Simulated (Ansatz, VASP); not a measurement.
GaN in VASP and in Ansatz

File INCAR:

```
SYSTEM = GaN
ALGO = Normal
EDIFF = 1E-6
ENCUT = 520
GGA = PS
ISIF = 2
ISMEAR = 0
LASPH = .True.
LCHARG = .False.
LREAL = .False.
LWAVE = .False.
NBANDS = 16
NELM = 80
PREC = Accurate
SIGMA = 0.03
```

File KPOINTS:

```
k-points
0
Gamma
  14 14 14
  0 0 0
```

The input POSCAR:

```
GaN
1.0
    0.0000000000      2.0391494250      2.1352350000
    2.1352350000      0.0000000000      2.1352350000
    2.1352350000      2.0391494250      0.0000000000
Ga N
1 1
Direct
    0.0000000000      0.0000000000      0.0000000000
    0.5000000000      0.5000000000      0.5000000000
```

Input for Ansatz:

```yaml
crystal:
  lattice:
    - [0.0, 2.039149425, 2.135235]
    - [2.135235, 0.0, 2.135235]
    - [2.135235, 2.039149425, 0.0]
  atoms:
    - { symbol: Ga, position: [0.0, 0.0, 0.0] }
    - { symbol: "N", position: [0.5, 0.5, 0.5] }
basis:
  ecutwfc: 420
kpoints:
  mp_grid: { grid: [14, 14, 14] }
hamiltonian:
  xc: pbesol
scf:
  occupations: { method: gaussian, width: 0.03 }
output:
  forces: true
  stress: true
  eigenvalues: true
```

Change from the starting cell: strain -0.0450 x Voigt [0, 1, 0, 0, 0, 0], atoms carried along.

Alike in both runs: task single point; functional PBEsol; k mesh 14 × 14 × 14; occupations gaussian, width 0.03 eV; no spin polarisation.

|  | VASP | Ansatz |
| --- | --- | --- |
| version | VASP 6.6.1 | Ansatz 0.2.0 |
| potentials or method | VASP PAW PBE potentials, release 64 (Ga_d, N), cutoff 520 eV | scalar-relativistic, plane waves, PAW |
| valence electrons in the cell | 18 | 18 |

VASP gave:

* gap on the k mesh at the Fermi level (eV): 0.31
* least direct gap on the mesh (eV): 2.82
* pressure (GPa): 3.7
* traceless stress, the component that is largest in VASP (GPa): 6.44

**Question.** Which values does Ansatz return?

**Answer.** gap on the k mesh at the Fermi level (eV): 0.33; least direct gap on the mesh (eV): 2.81; pressure (GPa): 3.2; traceless stress, the component that is largest in VASP (GPa): 6.54.

VASP's potentials were made for PBE, not for PBEsol. The functional is the same, so the differences come from potentials, cutoffs and numerics.
